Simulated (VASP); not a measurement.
# C in VASP: single point with PBEsol+D3(BJ)

Aim: the single point of C with PBEsol+D3(BJ).

All numbers are computed with VASP 6.6.1; they aren't measurements. Logs are shortened: lines on timing, memory, paths and dates and some standing lists are left out, and cuts for length are marked.

### 1 The cell of the first run

The cell holds a slab with vacuum, 14 atoms: a = 6.504 Å, b = 6.504 Å, c = 24.445 Å, α = 90.00°, β = 90.00°, γ = 120.00°.

### 2 Single point, PBEsol+D3(BJ)

The input, INCAR:

```
SYSTEM = C
PREC = Accurate ; ENCUT = 520
EDIFF = 1E-6 ; ISMEAR = 0
SIGMA = 0.04 ; LREAL = .False.
LASPH = .True. ; NELM = 120
ALGO = Normal ; ISIF = 2
LWAVE = .False. ; LCHARG = .False.
LDIPOL = .True. ; IDIPOL = 3
DIPOL = 0.5 0.5 0.676 ; GGA = PS
IVDW = 12 ; NBANDS = 41
GGA_COMPAT = .False. ; NELMDL = -8
```

The input, KPOINTS:

```
Automatic mesh
0
Gamma
  9 9 1
  0 0 0
```

The input, POSCAR:

```
C
1.0
    6.1459256287      2.1290110897      0.0000000000
   -4.9167405030      4.2580221794      0.0000000000
    0.0000000000      0.0000000000     24.4447234371
C
14
Direct
    0.0490352600      0.3101866331      0.6810445581
    0.1898133669      0.7388486269      0.6810445581
    0.3333333333      0.1666666667      0.6718875663
    0.4759273904      0.5961702129      0.6728196835
    0.6202428225      0.0240726096      0.6728196835
    0.7611513731      0.4509647400      0.6810445581
    0.9038297871      0.8797571775      0.6728196835
    0.0951852461      0.1210588159      0.6744774918
    0.2371810714      0.5473222530      0.6784995381
    0.3789411841      0.9741264302      0.6744774918
    0.5258735698      0.4048147539      0.6744774918
    0.6666666667      0.8333333333      0.6770270794
    0.8101411817      0.2628189286      0.6784995381
    0.9526777470      0.6898588183      0.6784995381
```

Potentials or basis: VASP PAW PBE potentials, release 64 (C).

Launch:

```sh
cat potpaw_PBE.64/C/POTCAR > POTCAR
mpirun -np 1 vasp_std > vasp.out
```

OUTCAR:

```text
SYSTEM = C
   PREC = Accurate
   ENCUT = 520
   EDIFF = 1E-6
   ISMEAR = 0
   LREAL = .False.
   LASPH = .True.
   NELM = 120
   ISIF = 2
   GGA = PS
   IVDW = 12
   NELMDL = -8
 IVDW          = 12

 ion  position               nearest neighbor table
   1  0.049  0.310  0.681-   9 1.41   8 1.41  13 1.43
   2  0.190  0.739  0.681-  14 1.41  10 1.41   9 1.43
   3  0.333  0.167  0.672-   8 1.43  11 1.43  10 1.43
   4  0.476  0.596  0.673-  12 1.42   9 1.43  11 1.44
   5  0.620  0.024  0.673-  12 1.42  13 1.43  10 1.44
   6  0.761  0.451  0.681-  13 1.41  11 1.41  14 1.43
   7  0.904  0.880  0.673-  12 1.42  14 1.43   8 1.44
   8  0.095  0.121  0.674-   1 1.41   3 1.43   7 1.44
   9  0.237  0.547  0.678-   1 1.41   2 1.43   4 1.43
  10  0.379  0.974  0.674-   2 1.41   3 1.43   5 1.44
  11  0.526  0.405  0.674-   6 1.41   3 1.43   4 1.44
  12  0.667  0.833  0.677-   7 1.42   4 1.42   5 1.42
  13  0.810  0.263  0.678-   6 1.41   1 1.43   5 1.43
  14  0.953  0.690  0.678-   2 1.41   6 1.43   7 1.43

  LATTYP: Found a hexagonal cell.
 ALAT       =     6.5042363159
 C/A-ratio  =     3.7582772596

  Lattice vectors:

 A1 = (   6.1459256287,   2.1290110897,   0.0000000000)
 A2 = (  -4.9167405030,   4.2580221794,   0.0000000000)
 A3 = (   0.0000000000,   0.0000000000,  24.4447234371)

Analysis of symmetry for initial positions (statically):
=====================================================================
 Subroutine PRICEL returns:
 Original cell was already a primitive cell.

 Routine SETGRP: Setting up the symmetry group for a
 hexagonal supercell.

 Subroutine GETGRP returns: Found  3 space group operations
 (whereof  1 operations were pure point group operations)
 out of a pool of 24 trial point group operations.

The static configuration has the point symmetry C_1 .
 The point group associated with its full space group is C_3 .

Analysis of symmetry for dynamics (positions and initial velocities):
=====================================================================
 Subroutine PRICEL returns:
 Original cell was already a primitive cell.

 Routine SETGRP: Setting up the symmetry group for a
 hexagonal supercell.

 Subroutine GETGRP returns: Found  3 space group operations
 (whereof  1 operations were pure point group operations)
 out of a pool of 24 trial point group operations.

The dynamic configuration has the point symmetry C_1 .
[... 133 lines left out ...]
     AMIX     =   0.40;   BMIX     =  1.00
     AMIX_MAG =   1.60;   BMIX_MAG =  1.00
  volume/ion in A,a.u.               =      63.97       431.69
  Fermi-wavevector in a.u.,A,eV,Ry     =   0.649783  1.227911  5.744616  0.422217
  Thomas-Fermi vector in A             =   1.718850
   LORBIT       =      0    0 simple, 1 ext, 2 COOP (PROOUT), +10 PAW based schemes
   GGA     = PS    functional components
   LHFCALC =     F    Hartree Fock is set to
   AEXX    =    0.0000 exact exchange contribution
   IVDW    =    12    specifies the selected vdW correction
   LEPSILON=     F    determine dielectric tensor
   LRPA    =     F    only Hartree local field effects (RPA)
 non-spin polarized calculation
 Gauss-broadening in eV      SIGMA  =   0.04
  energy-cutoff  :      520.00
  volume of cell :      895.59
 maximum number of plane-waves:     24151
   NGX = 25   NGY = 25   NGZ = 91

 dipolmoment           0.000000      0.000000      0.000403 electrons x Angstroem

 number of electron      56.0000001 magnetization

 dipolmoment           0.000000      0.000000     -0.000732 electrons x Angstroem

 Free energy of the ion-electron system (eV)
  ---------------------------------------------------
  ext. energy  EPLUGINS =         0.00000000
  ---------------------------------------------------
  free energy    TOTEN  =      -134.56625575 eV

  energy without entropy =     -134.56557109  energy(sigma->0) =     -134.56591342

 E-fermi :  -3.0936     XC(G=0):  -1.7777

 val. band max:       -3.1214764640   @ k =   0.3333   0.3333   0.0000
 cond. band min:      -3.0656377647   @ k =   0.3333   0.3333   0.0000
 fundamental gap:      0.0558386993
 Fermi energy:        -3.0935571144

 k-point     1 :       0.0000    0.0000    0.0000
  band No.  band energies     occupation
      1     -22.6023      2.00000
      2     -19.3345      2.00000
      3     -19.3220      2.00000
      4     -19.3220      2.00000
      5     -19.2541      2.00000
      6     -19.2130      2.00000
[... 634 lines left out ...]
     39       2.8988      0.00000
     40       2.8994      0.00000
 [bands above 40 left out]

------------------------ aborting loop because EDIFF is reached ----------------------------------------

 vacuum level on the upper side and lower side of the slab       (xc-potential included)        -0.007        -0.003

 Edisp (eV)   -0.68840

 E8    (eV) :    -0.3543

  FORCE on cell =-STRESS in cart. coord.  units (eV):
  Direction    XX          YY          ZZ          XY          YZ          ZX
  --------------------------------------------------------------------------------------
  -------------------------------------------------------------------------------------
  Total      -0.31425    -0.31425    -0.84084    -0.00000     0.00000     0.00000
  in kB      -0.56218    -0.56218    -1.50423    -0.00000     0.00000     0.00000
  external pressure =       -0.88 kB  Pullay stress =        0.00 kB

 VOLUME and BASIS-vectors are now :
 -----------------------------------------------------------------------------
  energy-cutoff  :      520.00
  volume of cell :      895.59
      direct lattice vectors                 reciprocal lattice vectors
     6.145925629  2.129011090  0.000000000     0.116221015  0.134200469  0.000000000
    -4.916740503  4.258022179  0.000000000    -0.058110507  0.167750586  0.000000000
     0.000000000  0.000000000 24.444723437     0.000000000  0.000000000  0.040908624

 POSITION                                       TOTAL-FORCE (eV/Angst)
 -----------------------------------------------------------------------------------
     -1.22374      1.42518     16.64795        -0.374524     -0.290427     -1.118288
     -2.46615      3.55015     16.64795         0.438779     -0.179134     -1.118288
      1.22919      1.41934     16.42411         0.000000      0.000000      0.630491
     -0.00620      3.55176     16.44689         0.309385     -0.361589      1.293481
      3.69361      1.42301     16.44689        -0.467838     -0.087140      1.293481
      2.46070      3.54072     16.64795        -0.064255      0.469561     -1.118288
      1.22933      5.67029     16.44689         0.158453      0.448729      1.293481
     -0.01021      0.71812     16.48742         0.575696     -0.512531     -0.066305
     -1.23334      2.83547     16.58573         0.270534      0.500004      0.253709
     -2.46058      4.95462     16.48742         0.156017      0.754833     -0.066305
      1.24161      2.84330     16.48742        -0.731713     -0.242302     -0.066305
      0.00000      4.96769     16.54974         0.000000      0.000000     -1.718283
      3.68685      2.84389     16.58573         0.297750     -0.484291      0.253709
      2.46323      4.96570     16.58573        -0.568283     -0.015713      0.253709
 -----------------------------------------------------------------------------------
    total drift:                               -0.000001      0.000001      0.000120

  FREE ENERGIE OF THE ION-ELECTRON SYSTEM (eV)
  ---------------------------------------------------
  free  energy   TOTEN  =      -135.2546524194 eV

  energy  without entropy=     -135.2539677517  energy(sigma->0) =     -135.25431009

 vacuum level on the upper side and lower side of the slab         1.233         1.236
```

OSZICAR:

```text
N       E                     dE             d eps       ncg     rms          rms(c)
DAV:   1     0.495174063081E+03    0.49517E+03   -0.19541E+04  1438   0.964E+02
DAV:   2    -0.384477451312E+02   -0.53362E+03   -0.50507E+03  1917   0.222E+02
DAV:   3    -0.140286812302E+03   -0.10184E+03   -0.10157E+03  1574   0.108E+02
[... 17 lines left out ...]
DAV:  21    -0.134566205998E+03   -0.11484E-03   -0.41908E-06  1267   0.565E-03    0.131E-03
DAV:  22    -0.134566237445E+03   -0.31447E-04   -0.23655E-07  1065   0.185E-03    0.547E-04
DAV:  23    -0.134566251732E+03   -0.14287E-04   -0.10941E-07   967   0.112E-03    0.226E-04
DAV:  24    -0.134566254890E+03   -0.31586E-05   -0.28648E-08   978   0.531E-04    0.842E-05
DAV:  25    -0.134566255754E+03   -0.86411E-06   -0.67176E-09   913   0.299E-04
   1 F= -.13525465E+03 E0= -.13525431E+03  d E =-.684668E-03
```

Run time: 27 min. Hardware: 1 thread of Intel Xeon 8259CL, shared host; peak memory 1 GiB.

What came out:

- Free energy: -135.2547 eV
- Largest force: 1.718 eV/Å
- Dispersion energy per atom: -0.049 eV

Forces in eV/Å, atoms in the order of the input:
```
C   -0.375 -0.290 -1.118
C    0.439 -0.179 -1.118
C    0.000  0.000  0.630
C    0.309 -0.362  1.293
C   -0.468 -0.087  1.293
C   -0.064  0.470 -1.118
C    0.158  0.449  1.293
C    0.576 -0.513 -0.066
C    0.271  0.500  0.254
C    0.156  0.755 -0.066
C   -0.732 -0.242 -0.066
C    0.000  0.000 -1.718
C    0.298 -0.484  0.254
C   -0.568 -0.016  0.254
```

Caveat: the PAW data sets were made with another functional, which shifts forces and pressure a little.
